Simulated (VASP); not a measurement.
Here is a VASP 6.6.1 calculation.

Contents of INCAR:

```
ALGO = Normal ; EDIFF = 1E-7
EDIFFG = -0.02 ; ENCUT = 600
IBRION = 2 ; ISIF = 3
ISMEAR = 1 ; LASPH = True
LCHARG = False ; LREAL = False
LWAVE = False ; NELM = 60
NSW = 80 ; PREC = Accurate
SIGMA = 0.05
```

KPOINTS

```
k-points
0
Gamma
  5 5 5
```

File POSCAR:

```
SrCa
1.0
    4.6300000000      0.0000000000      0.0000000000
    0.0000000000      4.6300000000      0.0000000000
    0.0000000000      0.0000000000      4.6300000000
Sr Ca
1 1
Direct
    0.0000000000      0.0000000000      0.0000000000
    0.5000000000      0.5000000000      0.5000000000
```

Potentials or basis: VASP PAW LDA potentials, release 64 (Sr_sv, Ca_sv).

Command:

```bash
$ cat potpaw_LDA.64/Sr_sv/POTCAR potpaw_LDA.64/Ca_sv/POTCAR > POTCAR
$ mpirun -np 1 vasp_std > vasp.out
```

(1) Predict the band gap on the k mesh.

(2) What does it give for the relaxed cell?

Answers

(1) zero (band 10 reaches 2.28 eV, above the bottom of band 11 at 1.88 eV).

(2) a = 4.379 Å, b = 4.379 Å, c = 4.379 Å, α = 90.00°, β = 90.00°, γ = 90.00°.
